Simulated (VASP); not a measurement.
# Al2Cu (Amm2) in VASP: single point with r2SCAN

Aim: the single point of Al2Cu with r2SCAN.

All numbers are computed with VASP 6.6.1; they aren't measurements. Logs are shortened: lines on timing, memory, paths and dates and some standing lists are left out, and cuts for length are marked.

## (1) The cell of the first run

It takes space group Amm2 (No. 38, orthorhombic). Conventional cell: a = 2.851 Å, b = 5.781 Å, c = 5.781 Å, α = 90.00°, β = 90.00°, γ = 90.00°. Al (site symmetry m) has 4 Cu at 2.33 to 2.68 Å and 6 Al at 2.85 to 2.89 Å within 3.1 Å. Within 3.1 Å of Cu (site symmetry mm2) lie 8 Al at 2.33 to 2.68 Å and 2 Cu at 2.85 Å.

## (2) Single point, r2SCAN (atom 3 (Cu) moved by (-0.300, +0.000) A along [1 1 0] and z)

Contents of POSCAR:

```
Al2Cu
1.0
    4.0880282815      0.0000000000      0.0000000000
    0.0000000000      4.0880282815      0.0000000000
    0.0000000000      0.0000000000      2.8513253939
Al Cu
2 1
Direct
    0.5000000000      0.0000000000      0.5000000000
    0.0000000000      0.5000000000      0.5000000000
   -0.0518910388     -0.0518910388      0.0000000000
```

Contents of INCAR.step1:

```
SYSTEM = Al2Cu
PREC = Accurate ; ENCUT = 520
ISMEAR = 0 ; SIGMA = 0.15
LREAL = .FALSE. ; LASPH = .TRUE.
NELM = 100 ; NBANDS = 16
GGA = PE ; ALGO = Normal
EDIFF = 1E-4 ; LWAVE = .TRUE.
LCHARG = .FALSE.
```

Contents of INCAR.step2:

```
SYSTEM = Al2Cu
PREC = Accurate ; ENCUT = 520
EDIFF = 1E-6 ; ISMEAR = 0
SIGMA = 0.15 ; LREAL = .FALSE.
LASPH = .TRUE. ; NELM = 100
ALGO = Normal ; ISIF = 2
LWAVE = .FALSE. ; LCHARG = .TRUE.
METAGGA = R2SCAN ; LMIXTAU = .TRUE.
LELF = .TRUE. ; LVHAR = .TRUE.
NBANDS = 16 ; ISTART = 1
```

Contents of KPOINTS:

```
regular mesh
0
G
  12 12 16
  0 0 0
```

Potentials or basis: VASP PAW PBE potentials, release 64 (Al, Cu).

Command:

```
cat potpaw_PBE.64/Al/POTCAR potpaw_PBE.64/Cu/POTCAR > POTCAR
cp INCAR.step1 INCAR
mpirun -np 1 vasp_std > vasp.out
cp INCAR.step2 INCAR
mpirun -np 1 vasp_std > vasp.out
```

OUTCAR:

```text
SYSTEM = Al2Cu
   PREC = Accurate
   ENCUT = 520
   EDIFF = 1E-6
   ISMEAR = 0
   LREAL = .FALSE.
   LASPH = .TRUE.
   NELM = 100
   ISIF = 2
   METAGGA = R2SCAN
   ISTART = 1

 ion  position               nearest neighbor table
   1  0.500  0.000  0.500-   3 2.33   3 2.33   3 2.68   3 2.68   2 2.89   2 2.89   2 2.89   2 2.89

   2  0.000  0.500  0.500-   3 2.33   3 2.33   3 2.68   3 2.68   1 2.89   1 2.89   1 2.89   1 2.89

   3  0.948  0.948  0.000-   1 2.33   2 2.33   1 2.33   2 2.33   1 2.68   1 2.68   2 2.68   2 2.68

  LATTYP: Found a simple tetragonal cell.
 ALAT       =     4.0880282815
 C/A-ratio  =     0.6974818170

  Lattice vectors:

 A1 = (   4.0880282815,   0.0000000000,   0.0000000000)
 A2 = (   0.0000000000,   4.0880282815,   0.0000000000)
 A3 = (   0.0000000000,   0.0000000000,   2.8513253939)

Analysis of symmetry for initial positions (statically):
=====================================================================
 Subroutine PRICEL returns:
 Original cell was already a primitive cell.

 Routine SETGRP: Setting up the symmetry group for a
 simple tetragonal supercell.

 Subroutine GETGRP returns: Found  4 space group operations
 (whereof  4 operations were pure point group operations)
 out of a pool of 16 trial point group operations.

The static configuration has the point symmetry C_2v.

Analysis of symmetry for dynamics (positions and initial velocities):
=====================================================================
 Subroutine PRICEL returns:
 Original cell was already a primitive cell.

 Routine SETGRP: Setting up the symmetry group for a
 simple tetragonal supercell.

 Subroutine GETGRP returns: Found  4 space group operations
 (whereof  4 operations were pure point group operations)
 out of a pool of 16 trial point group operations.

The dynamic configuration has the point symmetry C_2v.

 Subroutine INISYM returns: Found  4 space group operations
 (whereof  4 operations are pure point group operations),
 and found     1 'primitive' translations

----------------------------------------------------------------------------------------

                                     Primitive cell

  volume of cell :      47.6513

  direct lattice vectors                    reciprocal lattice vectors
     4.088028281  0.000000000  0.000000000     0.244616703  0.000000000  0.000000000
     0.000000000  4.088028281  0.000000000     0.000000000  0.244616703  0.000000000
     0.000000000  0.000000000  2.851325394     0.000000000  0.000000000  0.350714093

  length of vectors
     4.088028281  4.088028281  2.851325394     0.244616703  0.244616703  0.350714093

  position of ions in fractional coordinates (direct lattice)
     0.500000000  0.000000000  0.500000000
     0.000000000  0.500000000  0.500000000
     0.948108961  0.948108961  0.000000000

  ion indices of the primitive-cell ions
   primitive index   ion index
                 1           1
                 2           2
                 3           3

----------------------------------------------------------------------------------------

 KPOINTS: regular mesh

Automatic generation of k-mesh.
 Grid dimensions read from file:
 generate k-points for:   12   12   16

 Generating k-lattice:

  Cartesian coordinates                     Fractional coordinates (reciprocal lattice)
     0.020384725  0.000000000  0.000000000     0.083333333  0.000000000  0.000000000
     0.000000000  0.020384725  0.000000000     0.000000000  0.083333333  0.000000000
     0.000000000  0.000000000  0.021919631     0.000000000  0.000000000  0.062500000

  Length of vectors
     0.020384725  0.020384725  0.021919631

  Shift w.r.t. Gamma in fractional coordinates (k-lattice)
     0.000000000  0.000000000  0.000000000

 Subroutine IBZKPT returns following result:
 ===========================================

 Found    387 irreducible k-points:

 Following reciprocal coordinates:
            Coordinates               Weight
  0.000000  0.000000  0.000000      1.000000
  0.083333  0.000000  0.000000      4.000000
  0.166667  0.000000  0.000000      4.000000
  0.250000  0.000000  0.000000      4.000000
  0.333333  0.000000  0.000000      4.000000
  0.416667  0.000000  0.000000      4.000000
[... 16 lines left out ...]
  0.333333  0.166667  0.000000      4.000000
 -0.166667  0.333333  0.000000      4.000000
 [... further k-points ...]
   k-points           NKPTS =    387   k-points in BZ     NKDIM =    387   number of bands    NBANDS=     16
   number of dos      NEDOS =    301   number of ions     NIONS =      3
   total plane-waves  NPLWV =  21600
   dimension x,y,z NGX =    30 NGY =   30 NGZ =   24
   dimension x,y,z NGXF=    60 NGYF=   60 NGZF=   48
   ions per type =               2   1
   NGX,Y,Z   is equivalent  to a cutoff of  12.20, 12.20, 13.99 a.u.
   NGXF,Y,Z  is equivalent  to a cutoff of  24.40, 24.40, 27.99 a.u.
 SYSTEM =  Al2Cu
   PREC   = accura    normal or accurate (medium, high low for compatibility)
   ISTART =      1    job   : 0-new  1-cont  2-samecut
   ICHARG =      0    charge: 1-file 2-atom 10-const
   ISPIN  =      1    spin polarized calculation?
   LNONCOLLINEAR =      F non collinear calculations
   LSORBIT =      F    spin-orbit coupling
   LASPH  =      T    aspherical Exc in radial PAW
   ENCUT  =  520.0 eV  38.22 Ry    6.18 a.u.   7.60  7.60  5.30*2*pi/ulx,y,z
   NELM   =    100;   NELMIN=  2; NELMDL=  0     # of ELM steps
   EDIFF  = 0.1E-05   stopping-criterion for ELM
   LREAL  =      F    real-space projection
   EDIFFG = 0.1E-04   stopping-criterion for IOM
   NSW    =      0    number of steps for IOM
   IBRION =     -1    ionic relax: 0-MD 1-quasi-New 2-CG
   NFREE  =      0    steps in history (QN), initial steepest desc. (CG)
   ISIF   =      2    stress and relaxation
   ISYM   =      2    0-nonsym 1-usesym 2-fastsym
   POTIM  = 0.5000    time-step for ionic-motion
   TEBEG  =    0.0;   TEEND  =   0.0 temperature during run
   PSTRESS=    0.0 pullay stress
   NELECT =      17.0000    total number of electrons
   NUPDOWN=      -1.0000    fix difference up-down
   EMIN   =  10.00;   EMAX   =-10.00  energy-range for DOS
   EFERMI =   0.00;   METHOD = LEGACY
   ISMEAR =     0;   SIGMA  =   0.15  broadening in eV -4-tet -1-fermi 0-gaus
   EFERMI_NEDOS =   21; number of points for ismear=-14 and -15
   IALGO  =     38    algorithm
   IMIX   =      4    mixing-type and parameters
     AMIX     =   0.40;   BMIX     =  1.00
     AMIX_MAG =   1.60;   BMIX_MAG =  1.00
  volume/ion in A,a.u.               =      15.88       107.19
  Fermi-wavevector in a.u.,A,eV,Ry     =   1.161091  2.194144 18.342456  1.348132
  Thomas-Fermi vector in A             =   2.297667
   LORBIT       =      0    0 simple, 1 ext, 2 COOP (PROOUT), +10 PAW based schemes
   METAGGA = R2SCAN    functional components
   LHFCALC =     F    Hartree Fock is set to
   AEXX    =    0.0000 exact exchange contribution
   IVDW    =     0    specifies the selected vdW correction
   LEPSILON=     F    determine dielectric tensor
   LRPA    =     F    only Hartree local field effects (RPA)
 non-spin polarized calculation
 Gauss-broadening in eV      SIGMA  =   0.15
  energy-cutoff  :      520.00
  volume of cell :       47.65
 maximum number of plane-waves:      1312
   NGX = 15   NGY = 15   NGZ = 11

 number of electron      16.9999983 magnetization

 Free energy of the ion-electron system (eV)
  ---------------------------------------------------
  ext. energy  EPLUGINS =         0.00000000
  ---------------------------------------------------
  free energy    TOTEN  =       -24.10473302 eV

  energy without entropy =      -24.09746708  energy(sigma->0) =      -24.10110005

 E-fermi :   7.2829     XC(G=0): -11.2022

 val. band max:        7.2512401077   @ k =   0.1667   0.1667   0.4375
 cond. band min:       7.2855448190   @ k =  -0.1667   0.4167   0.3125
 fundamental gap:      0.0343047114
 Fermi energy:         7.2828946748

 k-point     1 :       0.0000    0.0000    0.0000
  band No.  band energies     occupation
      1      -3.9381      2.00000
      2       1.5686      2.00000
      3       1.9246      2.00000
      4       2.7014      2.00000
      5       2.8832      2.00000
      6       2.9772      2.00000
[... 8 lines left out ...]
     15      14.8992      0.00000
     16      21.2042      0.00000

 k-point     2 :       0.0833    0.0000    0.0000
  band No.  band energies     occupation
      1      -3.8759      2.00000
      2       1.5302      2.00000
      3       1.9140      2.00000
      4       2.6820      2.00000
      5       2.8823      2.00000
      6       2.9764      2.00000
[... 8 lines left out ...]
     15      15.8289      0.00000
     16      20.8785      0.00000

 k-point     3 :       0.1667    0.0000    0.0000
  band No.  band energies     occupation
      1      -3.6909      2.00000
      2       1.3467      2.00000
      3       1.8960      2.00000
      4       2.6326      2.00000
      5       2.8797      2.00000
      6       2.9742      2.00000
[... 8 lines left out ...]
     15      17.3522      0.00000
     16      20.1448      0.00000

 k-point     4 :       0.2500    0.0000    0.0000
  band No.  band energies     occupation
      1      -3.3898      2.00000
      2       0.8795      2.00000
      3       1.8969      2.00000
      4       2.5720      2.00000
      5       2.8758      2.00000
      6       2.9715      2.00000
[... 8 lines left out ...]
     15      19.0102      0.00000
     16      19.2976      0.00000

 k-point     5 :       0.3333    0.0000    0.0000
  band No.  band energies     occupation
      1      -2.9898      2.00000
      2       0.1876      2.00000
      3       1.9135      2.00000
      4       2.5181      2.00000
      5       2.7573      2.00000
      6       2.8716      2.00000
[... 8 lines left out ...]
     15      18.4874      0.00000
     16      20.5442      0.00000

 k-point     6 :       0.4167    0.0000    0.0000
  band No.  band energies     occupation
      1      -2.5477      2.00000
      2      -0.4934      2.00000
      3       1.9298      2.00000
      4       2.4830      2.00000
      5       2.6799      2.00000
      6       2.8683      2.00000
[... 8 lines left out ...]
     15      17.8374      0.00000
     16      19.7981      0.00000
[... 267 lines left out ...]
 k-point    21 :       0.2500    0.1667    0.0000
  band No.  band energies     occupation
      1      -3.1441      2.00000
      2       1.0054      2.00000
      3       1.7178      2.00000
      4       2.4913      2.00000
      5       2.8740      2.00000
      6       2.9673      2.00000
[... 8 lines left out ...]
     15      19.1772      0.00000
     16      19.4353      0.00000

 k-point    22 :      -0.1667    0.2500    0.0000
  band No.  band energies     occupation
      1      -3.1405      2.00000
      2       0.9676      2.00000
      3       1.7778      2.00000
      4       2.4089      2.00000
      5       2.8728      2.00000
      6       2.9686      2.00000
[... 8 lines left out ...]
     15      18.9711      0.00000
     16      19.3581      0.00000

 k-point    23 :       0.3333    0.1667    0.0000
  band No.  band energies     occupation
      1      -2.7439      2.00000
      2       0.3765      2.00000
      3       1.7716      2.00000
      4       2.4356      2.00000
      5       2.8047      2.00000
      6       2.8702      2.00000
[... 8 lines left out ...]
     15      18.6808      0.00000
     16      20.2407      0.00000

 k-point    24 :      -0.1667    0.3333    0.0000
  band No.  band energies     occupation
      1      -2.7391      2.00000
      2       0.3531      2.00000
      3       1.8142      2.00000
      4       2.3611      2.00000
      5       2.8462      2.00000
      6       2.8692      2.00000
[... 8 lines left out ...]
     15      18.6331      0.00000
     16      20.0035      0.00000

 [... further k-points ...]

------------------------ aborting loop because EDIFF is reached ----------------------------------------

  FORCE on cell =-STRESS in cart. coord.  units (eV):
  Direction    XX          YY          ZZ          XY          YZ          ZX
  --------------------------------------------------------------------------------------
  -------------------------------------------------------------------------------------
  Total        1.0135549      1.0135549      1.2010208     -0.4293533      0.0000000      0.0000000
  in kB       34.0787225     34.0787225     40.3818819    -14.4361323      0.0000000      0.0000000
  external PRESSURE =      36.1797756 kB  Pullay stress =       0.0000000 kB

 VOLUME and BASIS-vectors are now :
 -----------------------------------------------------------------------------
  energy-cutoff  :      520.00
  volume of cell :       47.65
      direct lattice vectors                 reciprocal lattice vectors
     4.088028281  0.000000000  0.000000000     0.244616703  0.000000000  0.000000000
     0.000000000  4.088028281  0.000000000     0.000000000  0.244616703  0.000000000
     0.000000000  0.000000000  2.851325394     0.000000000  0.000000000  0.350714093

 POSITION                                       TOTAL-FORCE (eV/Angst)
 -----------------------------------------------------------------------------------
      2.04401      0.00000      1.42566        -1.576739      0.100727      0.000000
      0.00000      2.04401      1.42566         0.100727     -1.576739      0.000000
      3.87590      3.87590      0.00000         1.476012      1.476012      0.000000
 -----------------------------------------------------------------------------------
    total drift:                               -0.002181     -0.002181     -0.000022

  FREE ENERGIE OF THE ION-ELECTRON SYSTEM (eV)
  ---------------------------------------------------
  free  energy   TOTEN  =       -24.1047330184 eV

  energy  without entropy=      -24.0974670817  energy(sigma->0) =      -24.10110005
```

Wall time 15 min (1 thread of Intel Xeon 8259CL, shared host); peak memory 0.4 GiB.

Results:

| Property | Result |
| --- | --- |
| Free energy | -24.1047 eV |
| Pressure | 3.6 GPa |
| Largest force | 2.087 eV/Å |
| Band gap on the k mesh | zero (an odd number of electrons rules out a gap without spin polarisation) |

Forces in eV/Å, atoms in the order of the input:
```
Al  -1.577  0.101  0.000
Al   0.101 -1.577  0.000
Cu   1.476  1.476  0.000
```

Levels at points of the mesh, in eV from the Fermi level:
| k point | band 7 | band 8 | band 9 | band 10 | band 11 | band 12 |
| --- | --- | --- | --- | --- | --- | --- |
| (0.00, 0.00, 0.00) | -2.65 | -2.52 | 0.04 | 0.99 | 6.61 | 6.68 |
| (0.50, 0.00, 0.00) | -4.32 | -1.16 | 1.39 | 2.09 | 2.24 | 8.20 |
| (0.50, 0.50, 0.00) | -4.42 | -4.33 | -2.64 | 9.08 | 9.12 | 9.95 |
| (0.00, 0.00, 0.50) | -3.23 | 2.05 | 2.32 | 2.63 | 2.97 | 3.45 |
| (0.50, 0.00, 0.50) | -3.21 | -2.64 | -1.75 | 4.05 | 4.20 | 4.34 |
| (0.50, 0.50, 0.50) | -2.42 | -2.40 | -0.92 | -0.74 | 0.18 | 0.18 |

Caveat: the cell differs from its parent crystal (atom 3 (Cu) moved by (-0.300, +0.000) A along [1 1 0] and z); the cell stands under pressure; the PAW data sets were made with another functional, which shifts forces and pressure a little.
